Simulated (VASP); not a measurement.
SnO2: single point with PBEsol

SnO2:

```
Sn O
1.0
    -4.76844    4.76844    0.00000
    -4.76844   -4.76844    0.00000
     4.76844    0.00000    6.42479
Sn O
8 16
Direct
  0.62335 0.12554 0.24882
  0.87334 0.37573 0.74883
  0.12354 0.62549 0.24884
  0.37348 0.87570 0.74882
  0.49837 0.50061 0.99885
  0.74865 0.75066 0.49887
  0.99831 0.00058 0.99881
  0.24844 0.25062 0.49882
  0.92964 0.12605 0.24877
  0.17971 0.37595 0.74884
  0.42982 0.62604 0.24894
  0.67971 0.87584 0.74871
  0.31709 0.12522 0.24878
  0.56713 0.37520 0.74884
  0.81715 0.62512 0.24875
  0.06724 0.87517 0.74887
  0.49819 0.19432 0.99883
  0.74792 0.44430 0.49880
  0.99818 0.69435 0.99887
  0.24796 0.94430 0.49877
  0.49888 0.80688 0.99877
  0.74875 0.05692 0.49887
  0.99886 0.30687 0.99880
  0.24880 0.55689 0.49886
```

* Program: VASP 6.6.1
* Task: single point
* Functional: PBEsol
* Potentials or basis: VASP PAW PBE potentials, release 64 (Sn_d, O)
* Cutoff: 520 eV
* k mesh: 3 × 3 × 3
* Occupations: gaussian, width 0.02 eV
* Spin: no spin polarisation

```
Pressure               : 0.6 GPa
Largest force          : 0.021 eV/Å
Band gap on the k mesh : 0.91 eV
```

Forces in eV/Å, atoms in the order of the input:
```
Sn  -0.005  0.000 -0.002
Sn   0.006  0.009  0.005
Sn   0.003 -0.011 -0.002
Sn   0.008  0.003  0.001
Sn   0.000  0.003 -0.004
Sn   0.010  0.002 -0.002
Sn  -0.003  0.003 -0.002
Sn   0.008  0.001  0.007
O    0.010 -0.011  0.008
O    0.014 -0.014 -0.002
O    0.007 -0.011 -0.003
O    0.012 -0.014  0.006
O   -0.012  0.007  0.000
O   -0.013  0.010 -0.001
O   -0.017  0.010  0.003
O   -0.014  0.009  0.002
O   -0.011 -0.014 -0.001
O   -0.019 -0.009 -0.001
O   -0.010 -0.010  0.000
O   -0.015 -0.009  0.001
O    0.013  0.010 -0.001
O    0.008  0.014 -0.003
O    0.011  0.010 -0.007
O    0.009  0.013 -0.002
```

Stress tensor (GPa, compression positive):
```
 0.57 -0.01  0.01
-0.01  0.55  0.00
 0.01  0.00  0.78
```

Levels at points of the mesh, in eV from the valence-band top:
```tsv
k point	band 102	band 103	band 104	band 105	band 106	band 107
(0.00, 0.00, 0.00)	-0.78	-0.78	0.00	0.91	4.82	4.82
```

Wall time 16 min on 1 thread of Intel(R) Xeon(R) Platinum 8259CL CPU @ 2.50GHz (Skylake/Cascade Lake) (shared host), peak memory 0.56 GiB.

Caveat: the PAW data sets were made with another functional, which shifts forces and pressure a little; spin-orbit coupling is left out, which moves the levels of the heavy elements. Expect the measured gap to be larger: semilocal functionals such as PBEsol lack the derivative discontinuity.
